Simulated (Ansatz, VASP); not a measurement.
BN: VASP beside Ansatz

File INCAR:

```
ALGO = Normal
EDIFF = 1E-6
ENCUT = 600
GGA = PE
GGA_COMPAT = F
ISIF = 2
ISMEAR = 0
LASPH = T
LCHARG = T
LELF = T
LREAL = F
LVHAR = T
LWAVE = F
NBANDS = 11
NELM = 120
PREC = Accurate
SIGMA = 0.1
```

KPOINTS

```
k-points
0
Gamma
  8 8 8
```

POSCAR

```
BN
1.0
    0.0000000000      1.8075000000      1.8075000000
    1.8075000000      0.0000000000      1.8075000000
    1.8075000000      1.8075000000      0.0000000000
B N
1 1
Direct
    0.0000000000      0.0000000000      0.0000000000
    0.2500000000      0.2500000000      0.2500000000
```

Input for Ansatz:

```yaml
crystal:
  lattice:
    - [0.0, 1.8075, 1.8075]
    - [1.8075, 0.0, 1.8075]
    - [1.8075, 1.8075, 0.0]
  atoms:
    - { symbol: B, position: [0.0, 0.0, 0.0] }
    - { symbol: "N", position: [0.25, 0.25, 0.25] }
basis:
  ecutwfc: 420
kpoints:
  mp_grid: { grid: [8, 8, 8] }
hamiltonian:
  xc: pbe
scf:
  occupations: { method: gaussian, width: 0.1 }
output:
  forces: true
  stress: true
  eigenvalues: true
```

Alike in both runs: task single point; functional PBE; k mesh 8 × 8 × 8; occupations gaussian, width 0.1 eV; no spin polarisation.

|  | VASP | Ansatz |
| --- | --- | --- |
| version | VASP 6.6.1 | Ansatz 0.2.0 |
| potentials or method | VASP PAW PBE potentials, release 64 (B, N), cutoff 600 eV | scalar-relativistic, plane waves, PAW |
| valence electrons in the cell | 8 | 8 |

VASP gave:

```
gap on the k mesh at the Fermi level (eV) : 4.46
least direct gap on the mesh (eV)         : 8.82
pressure (GPa)                            : 3.0
```

Q: Estimate Ansatz's values.

A: gap on the k mesh at the Fermi level (eV): 4.47; least direct gap on the mesh (eV): 8.83; pressure (GPa): 3.0.
